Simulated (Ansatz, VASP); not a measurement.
# Pd in VASP and in Ansatz

```xyz
1
Lattice="15.0000 0.0000 0.0000 0.0000 15.5000 0.0000 0.0000 0.0000 16.0000" Properties=species:S:1:pos:R:3 pbc="T T T"
Pd    7.5000    7.7500    8.0000
```

Alike in both runs: task single point; functional LDA; k mesh 1 × 1 × 1; occupations gaussian, width 0.005 eV; no spin polarisation.

```csv
,VASP,Ansatz
version,VASP 6.6.1,Ansatz 0.2.0
potentials or method,"VASP PAW LDA potentials, release 64 (Pd), cutoff 400 eV","scalar-relativistic, plane waves, PAW"
valence electrons in the cell,10,18
```

VASP gave:

- gap on the k mesh at the Fermi level (eV): 0.67

Task: Estimate Ansatz's values.

Result: gap on the k mesh at the Fermi level (eV): 0.70.

LDA's correlation is that of Perdew and Zunger in VASP and of Perdew and Wang (1992) in Ansatz. VASP's potentials hold 10 valence electrons a cell and Ansatz's 18, so a difference there can come from the potentials and not from the codes.
